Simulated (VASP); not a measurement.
# SnGe3Te4 (R3m) in VASP: single point with PBE

Aim: the single point of SnGe3Te4 with PBE.

Program: VASP 6.6.1. These are calculated values, not measurements. Logs are shortened: lines on timing, memory, paths and dates and some standing lists are left out, and cuts for length are marked.

### 1 The cell of the first run

Symmetry: R3m, No. 160, trigonal system. Conventional cell: a = 8.613 Å, b = 8.613 Å, c = 11.180 Å, α = 90.00°, β = 90.00°, γ = 120.00°. Sn (site symmetry 3m) has 6 Te at 3.03 to 3.20 Å within 4.0 Å. Ge (site symmetry m) has 6 Te at 2.86 to 3.38 Å within 3.8 Å. Within 3.8 Å of Te (site symmetry m) lie 4 Ge at 2.86 to 3.38 Å and 2 Sn at 3.03 to 3.20 Å. Te (site symmetry 3m) has 6 Ge at 2.88 to 3.37 Å within 3.8 Å.

### 2 Single point, PBE

INCAR reads:

```
PREC = Accurate
ENCUT = 520
EDIFF = 1E-6
ISMEAR = 0
SIGMA = 0.02
LREAL = F
LASPH = T
NELM = 100
ALGO = Normal
ISIF = 2
LWAVE = F
LCHARG = F
GGA = PE
NBANDS = 50
```

KPOINTS reads:

```
regular mesh
0
Gamma
  6 6 6
```

POSCAR reads:

```
SnGe3Te4
1.0
    4.3065811671      2.4864057961      3.7267810731
   -4.3065811671      2.4864057961      3.7267810731
    0.0000000000     -4.9728115922      3.7267810731
Sn Ge Te
1 3 4
Direct
    0.0015244197      0.0015244197      0.0015244197
    0.0202464881      0.5203453915      0.5203453915
    0.5203453915      0.5203453915      0.0202464881
    0.5203453915      0.0202464881      0.5203453915
    0.4896604122      0.9809332963      0.9809332963
    0.4831796903      0.4831796903      0.4831796903
    0.9809332963      0.9809332963      0.4896604122
    0.9809332963      0.4896604122      0.9809332963
```

Potentials or basis: VASP PAW PBE potentials, release 64 (Sn_d, Ge_d, Te).

On the command line:

```console
> cat potpaw_PBE.64/Sn_d/POTCAR potpaw_PBE.64/Ge_d/POTCAR potpaw_PBE.64/Te/POTCAR > POTCAR
> mpirun -np 1 vasp_std > vasp.out
```

OUTCAR:

```text
PREC = Accurate
   ENCUT = 520
   EDIFF = 1E-6
   ISMEAR = 0
   LREAL = F
   LASPH = T
   NELM = 100
   ISIF = 2
   GGA = PE

 ion  position               nearest neighbor table
   1  0.002  0.002  0.002-   7 3.03   5 3.03   8 3.03   7 3.20   8 3.20   5 3.20
   2  0.020  0.520  0.520-   8 2.86   7 2.86   6 2.88
   3  0.520  0.520  0.020-   5 2.86   8 2.86   6 2.88
   4  0.520  0.020  0.520-   5 2.86   7 2.86   6 2.88
   5  0.490  0.981  0.981-   4 2.86   3 2.86   1 3.03   1 3.20
   6  0.483  0.483  0.483-   3 2.88   2 2.88   4 2.88
   7  0.981  0.981  0.490-   2 2.86   4 2.86   1 3.03   1 3.20
   8  0.981  0.490  0.981-   2 2.86   3 2.86   1 3.03   1 3.20

  LATTYP: Found a trigonal (rhomboedric) cell.
 ALAT       =     6.2143183294
 COS(alpha) =     0.0394758760

  Lattice vectors:

 A1 = (   4.3065811671,   2.4864057961,   3.7267810731)
 A2 = (  -4.3065811671,   2.4864057961,   3.7267810731)
 A3 = (   0.0000000000,  -4.9728115922,   3.7267810731)

Analysis of symmetry for initial positions (statically):
=====================================================================
 Subroutine PRICEL returns:
 Original cell was already a primitive cell.

 Routine SETGRP: Setting up the symmetry group for a
 trigonal (rhombohedral) supercell.

 Subroutine GETGRP returns: Found  6 space group operations
 (whereof  6 operations were pure point group operations)
 out of a pool of 12 trial point group operations.

The static configuration has the point symmetry C_3v.

Analysis of symmetry for dynamics (positions and initial velocities):
=====================================================================
 Subroutine PRICEL returns:
 Original cell was already a primitive cell.

 Routine SETGRP: Setting up the symmetry group for a
 trigonal (rhombohedral) supercell.

 Subroutine GETGRP returns: Found  6 space group operations
 (whereof  6 operations were pure point group operations)
 out of a pool of 12 trial point group operations.

The dynamic configuration has the point symmetry C_3v.

 Subroutine INISYM returns: Found  6 space group operations
 (whereof  6 operations are pure point group operations),
 and found     1 'primitive' translations

----------------------------------------------------------------------------------------

                                     Primitive cell

  volume of cell :     239.4362

  direct lattice vectors                    reciprocal lattice vectors
     4.306581167  2.486405796  3.726781073     0.116101376  0.067031161  0.089442692
    -4.306581167  2.486405796  3.726781073    -0.116101376  0.067031161  0.089442692
     0.000000000 -4.972811592  3.726781073     0.000000000 -0.134062322  0.089442692

  length of vectors
     6.214318329  6.214318329  6.214318329     0.161160483  0.161160483  0.161160483

  position of ions in fractional coordinates (direct lattice)
     0.001524420  0.001524420  0.001524420
     0.020246488  0.520345392  0.520345392
     0.520345392  0.520345392  0.020246488
     0.520345392  0.020246488  0.520345392
     0.489660412  0.980933296  0.980933296
     0.483179690  0.483179690  0.483179690
     0.980933296  0.980933296  0.489660412
     0.980933296  0.489660412  0.980933296

  ion indices of the primitive-cell ions
   primitive index   ion index
                 1           1
                 2           2
                 3           3
                 4           4
                 5           5
                 6           6
                 7           7
                 8           8

----------------------------------------------------------------------------------------

 KPOINTS: regular mesh

Automatic generation of k-mesh.
 Grid dimensions read from file:
 generate k-points for:    6    6    6

 Generating k-lattice:

  Cartesian coordinates                     Fractional coordinates (reciprocal lattice)
     0.019350229  0.011171860  0.014907115     0.166666667  0.000000000  0.000000000
    -0.019350229  0.011171860  0.014907115     0.000000000  0.166666667  0.000000000
     0.000000000 -0.022343720  0.014907115     0.000000000  0.000000000  0.166666667

  Length of vectors
     0.026860081  0.026860081  0.026860081

  Shift w.r.t. Gamma in fractional coordinates (k-lattice)
     0.000000000  0.000000000  0.000000000

 Subroutine IBZKPT returns following result:
 ===========================================

 Found     32 irreducible k-points:

 Following reciprocal coordinates:
            Coordinates               Weight
  0.000000  0.000000  0.000000      1.000000
  0.166667  0.000000 -0.000000      6.000000
  0.333333  0.000000 -0.000000      6.000000
  0.500000  0.000000 -0.000000      3.000000
  0.166667  0.166667 -0.000000      6.000000
  0.333333  0.166667 -0.000000     12.000000
[... 16 lines left out ...]
  0.500000  0.500000  0.166667      6.000000
 -0.333333  0.500000  0.166667     12.000000
 [... further k-points ...]
   k-points           NKPTS =     32   k-points in BZ     NKDIM =     32   number of bands    NBANDS=     50
   number of dos      NEDOS =    301   number of ions     NIONS =      8
   total plane-waves  NPLWV = 110592
   dimension x,y,z NGX =    48 NGY =   48 NGZ =   48
   dimension x,y,z NGXF=    96 NGYF=   96 NGZF=   96
   ions per type =               1   3   4
   NGX,Y,Z   is equivalent  to a cutoff of  12.84, 12.84, 12.84 a.u.
   NGXF,Y,Z  is equivalent  to a cutoff of  25.68, 25.68, 25.68 a.u.
 SYSTEM =  unknown system
   PREC   = accura    normal or accurate (medium, high low for compatibility)
   ISTART =      0    job   : 0-new  1-cont  2-samecut
   ICHARG =      2    charge: 1-file 2-atom 10-const
   ISPIN  =      1    spin polarized calculation?
   LNONCOLLINEAR =      F non collinear calculations
   LSORBIT =      F    spin-orbit coupling
   LASPH  =      T    aspherical Exc in radial PAW
   ENCUT  =  520.0 eV  38.22 Ry    6.18 a.u.  11.55 11.55 11.55*2*pi/ulx,y,z
   NELM   =    100;   NELMIN=  2; NELMDL= -5     # of ELM steps
   EDIFF  = 0.1E-05   stopping-criterion for ELM
   LREAL  =      F    real-space projection
   EDIFFG = 0.1E-04   stopping-criterion for IOM
   NSW    =      0    number of steps for IOM
   IBRION =     -1    ionic relax: 0-MD 1-quasi-New 2-CG
   NFREE  =      0    steps in history (QN), initial steepest desc. (CG)
   ISIF   =      2    stress and relaxation
   ISYM   =      2    0-nonsym 1-usesym 2-fastsym
   POTIM  = 0.5000    time-step for ionic-motion
   TEBEG  =    0.0;   TEEND  =   0.0 temperature during run
   PSTRESS=    0.0 pullay stress
   NELECT =      80.0000    total number of electrons
   NUPDOWN=      -1.0000    fix difference up-down
   EMIN   =  10.00;   EMAX   =-10.00  energy-range for DOS
   EFERMI =   0.00;   METHOD = LEGACY
   ISMEAR =     0;   SIGMA  =   0.02  broadening in eV -4-tet -1-fermi 0-gaus
   EFERMI_NEDOS =   21; number of points for ismear=-14 and -15
   IALGO  =     38    algorithm
   IMIX   =      4    mixing-type and parameters
     AMIX     =   0.40;   BMIX     =  1.00
     AMIX_MAG =   1.60;   BMIX_MAG =  1.00
  volume/ion in A,a.u.               =      29.93       201.97
  Fermi-wavevector in a.u.,A,eV,Ry     =   1.135991  2.146712 17.557987  1.290476
  Thomas-Fermi vector in A             =   2.272696
   LORBIT       =      0    0 simple, 1 ext, 2 COOP (PROOUT), +10 PAW based schemes
   GGA     = PE    functional components
   LHFCALC =     F    Hartree Fock is set to
   AEXX    =    0.0000 exact exchange contribution
   IVDW    =     0    specifies the selected vdW correction
   LEPSILON=     F    determine dielectric tensor
   LRPA    =     F    only Hartree local field effects (RPA)
 non-spin polarized calculation
 Gauss-broadening in eV      SIGMA  =   0.02
  energy-cutoff  :      520.00
  volume of cell :      239.44
 maximum number of plane-waves:      6474
 NGX is ok and might be reduce to    48
   NGX = 23   NGY = 23   NGZ = 23

 number of electron      80.0000064 magnetization

 Free energy of the ion-electron system (eV)
  ---------------------------------------------------
  ext. energy  EPLUGINS =         0.00000000
  ---------------------------------------------------
  free energy    TOTEN  =       -30.95485002 eV

  energy without entropy =      -30.95485002  energy(sigma->0) =      -30.95485002

 E-fermi :   5.8425     XC(G=0):  -9.3897

 val. band max:        5.7762672348   @ k =   0.5000   0.5000   0.5000
 cond. band min:       5.9107318936   @ k =   0.5000   0.5000   0.5000
 fundamental gap:      0.1344646588
 Fermi energy:         5.8425072023

 k-point     1 :       0.0000    0.0000    0.0000
  band No.  band energies     occupation
      1     -19.3366      2.00000
      2     -19.3344      2.00000
      3     -19.3344      2.00000
      4     -19.3333      2.00000
      5     -19.3333      2.00000
      6     -19.3312      2.00000
[... 42 lines left out ...]
     49      10.5761      0.00000
     50      10.9800      0.00000

 k-point     2 :       0.1667    0.0000   -0.0000
  band No.  band energies     occupation
      1     -19.3364      2.00000
      2     -19.3344      2.00000
      3     -19.3342      2.00000
      4     -19.3335      2.00000
      5     -19.3333      2.00000
      6     -19.3314      2.00000
[... 42 lines left out ...]
     49      10.3313      0.00000
     50      10.7225      0.00000

 k-point     3 :       0.3333    0.0000   -0.0000
  band No.  band energies     occupation
      1     -19.3360      2.00000
      2     -19.3344      2.00000
      3     -19.3339      2.00000
      4     -19.3338      2.00000
      5     -19.3332      2.00000
      6     -19.3318      2.00000
[... 42 lines left out ...]
     49       9.5730      0.00000
     50       9.9657      0.00000

 k-point     4 :       0.5000    0.0000   -0.0000
  band No.  band energies     occupation
      1     -19.3356      2.00000
      2     -19.3345      2.00000
      3     -19.3340      2.00000
      4     -19.3337      2.00000
      5     -19.3331      2.00000
      6     -19.3321      2.00000
[... 999 lines left out ...]
 k-point    23 :       0.5000    0.5000    0.1667
  band No.  band energies     occupation
      1     -19.3352      2.00000
      2     -19.3344      2.00000
      3     -19.3340      2.00000
      4     -19.3338      2.00000
      5     -19.3335      2.00000
      6     -19.3320      2.00000
[... 42 lines left out ...]
     49       8.9441      0.00000
     50       8.9565      0.00000

 k-point    24 :      -0.3333    0.5000    0.1667
  band No.  band energies     occupation
      1     -19.3351      2.00000
      2     -19.3344      2.00000
      3     -19.3342      2.00000
      4     -19.3336      2.00000
      5     -19.3333      2.00000
      6     -19.3323      2.00000
[... 42 lines left out ...]
     49       8.6182      0.00000
     50       8.7885      0.00000

 [... further k-points ...]
[... 5 lines left out ...]
  --------------------------------------------------------------------------------------
  -------------------------------------------------------------------------------------
  Total       -0.0322245     -0.0322245      0.0168289      0.0000000      0.0000000      0.0000000
  in kB       -0.2156288     -0.2156288      0.1126098      0.0000000      0.0000000      0.0000000
  external PRESSURE =      -0.1062160 kB  Pullay stress =       0.0000000 kB

 VOLUME and BASIS-vectors are now :
 -----------------------------------------------------------------------------
  energy-cutoff  :      520.00
  volume of cell :      239.44
      direct lattice vectors                 reciprocal lattice vectors
     4.306581167  2.486405796  3.726781073     0.116101376  0.067031161  0.089442692
    -4.306581167  2.486405796  3.726781073    -0.116101376  0.067031161  0.089442692
     0.000000000 -4.972811592  3.726781073     0.000000000 -0.134062322  0.089442692

 POSITION                                       TOTAL-FORCE (eV/Angst)
 -----------------------------------------------------------------------------------
      0.00000      0.00000      0.01704        -0.000000     -0.000000      0.000827
     -2.15372     -1.24345      3.95388        -0.004909     -0.002834     -0.004912
      0.00000      2.48690      3.95388        -0.000000      0.005668     -0.004912
      2.15372     -1.24345      3.95388         0.004909     -0.002834     -0.004912
     -2.11571     -1.22150      9.13630        -0.003339     -0.001928      0.002939
      0.00000      0.00000      5.40211        -0.000000     -0.000000      0.005092
      0.00000      2.44301      9.13630        -0.000000      0.003856      0.002939
      2.11571     -1.22150      9.13630         0.003339     -0.001928      0.002939
 -----------------------------------------------------------------------------------
    total drift:                               -0.000000      0.000002      0.004128

  FREE ENERGIE OF THE ION-ELECTRON SYSTEM (eV)
  ---------------------------------------------------
  free  energy   TOTEN  =       -30.9548500189 eV

  energy  without entropy=      -30.9548500171  energy(sigma->0) =      -30.95485002
```

Run time: 9.8 min. Hardware: 1 thread of Intel Xeon 8259CL, shared host; peak memory 0.53 GiB.

Results:

| Item | Value |
| --- | --- |
| Free energy | -30.9549 eV |
| Pressure | 0.0 GPa |
| Largest force | 0.008 eV/Å |
| Band gap on the k mesh | 0.13 eV |

Forces on the atoms (eV/Å):
```
Sn   0.000  0.000  0.001
Ge  -0.005 -0.003 -0.005
Ge   0.000  0.006 -0.005
Ge   0.005 -0.003 -0.005
Te  -0.003 -0.002  0.003
Te   0.000  0.000  0.005
Te   0.000  0.004  0.003
Te   0.003 -0.002  0.003
```

Levels at points of the mesh, in eV from the valence-band top:
| k point | band 36 | band 37 | band 38 | band 39 | band 40 | band 41 | band 42 | band 43 | band 44 | band 45 |
| --- | --- | --- | --- | --- | --- | --- | --- | --- | --- | --- |
| (0.00, 0.00, 0.00) | -3.44 | -3.44 | -2.00 | -1.91 | -1.91 | 1.88 | 1.92 | 1.92 | 2.59 | 2.92 |
| (0.50, 0.00, 0.00) | -2.77 | -1.93 | -1.76 | -1.08 | -0.77 | 0.97 | 1.02 | 1.90 | 2.22 | 2.27 |
| (0.50, 0.50, 0.00) | -1.81 | -1.46 | -1.26 | -0.98 | -0.75 | 0.88 | 1.01 | 1.08 | 1.16 | 1.20 |
| (0.50, 0.50, 0.50) | -1.61 | -0.84 | -0.70 | -0.70 | 0.00 | 0.13 | 0.13 | 0.44 | 0.44 | 0.47 |

Caveat: semilocal functionals underestimate gaps, and a narrow one can read as zero; spin-orbit coupling is left out, which moves the levels of the heavy elements. A k mesh can miss the band edges.
